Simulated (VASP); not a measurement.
## SiGe3: single point with PBE

SiGe3:

```
CELL_PARAMETERS angstrom
3.97843 0.00000 0.00000
0.00000 3.97843 0.00000
0.00000 0.00000 5.60072
ATOMIC_POSITIONS crystal
Si 0.00000 0.00000 0.00000
Ge 0.00000 0.50000 0.24350
Ge 0.50000 0.50000 0.50000
Ge 0.50000 0.00000 0.75650
```

This cell differs from its parent crystal: volume changed by -3%.

```yaml
Program: VASP 6.6.1
Task: single point
Functional: PBE
Potentials_or_basis: VASP PAW PBE potentials, release 64 (Si, Ge_d)
Cutoff: 520 eV
k_mesh: 6 × 6 × 4
Occupations: gaussian, width 0.01 eV
Spin: no spin polarisation
Dipole_correction: no
Further_INCAR_settings: ALGO = Normal; EDIFF = 1e-06; NBANDS = 31
```

```json
{"Pressure": "2.1 GPa", "Largest force": "0.006 eV/Å", "Band gap on the k mesh": "0.27 eV, indirect (least direct gap 0.65 eV)"}
```

Forces in eV/Å, atoms in the order of the input:
```
Si   0.000  0.000  0.000
Ge   0.000  0.000 -0.006
Ge   0.000  0.000  0.000
Ge   0.000  0.000  0.006
```

Levels at points of the mesh, in eV from the valence-band top:
```csv
k point,band 19,band 20,band 21,band 22,band 23,band 24,band 25,band 26,band 27,band 28
"(0.00, 0.00, 0.00)",-3.03,-3.03,-0.04,0.00,0.00,0.65,0.69,0.93,2.55,2.55
"(0.50, 0.00, 0.00)",-5.99,-3.83,-3.73,-1.64,-1.31,1.91,2.26,4.63,4.82,5.06
"(0.50, 0.50, 0.00)",-8.07,-3.07,-2.98,-2.98,-2.90,0.51,0.71,0.71,1.21,9.15
"(0.00, 0.00, 0.50)",-4.08,-2.16,-2.16,-1.84,-1.84,0.81,1.22,2.84,3.00,5.60
"(0.50, 0.00, 0.50)",-7.18,-1.56,-1.35,-1.30,-1.18,0.27,0.72,3.42,3.55,3.67
"(0.50, 0.50, 0.50)",-7.94,-3.90,-3.85,-3.83,-3.83,4.30,4.30,4.52,4.53,4.70
```

It took 71 s on 1 thread of Intel(R) Xeon(R) Platinum 8488C (Sapphire Rapids), with other jobs on the host, peak memory 0.22 GiB.

 A k mesh can miss the band edges.
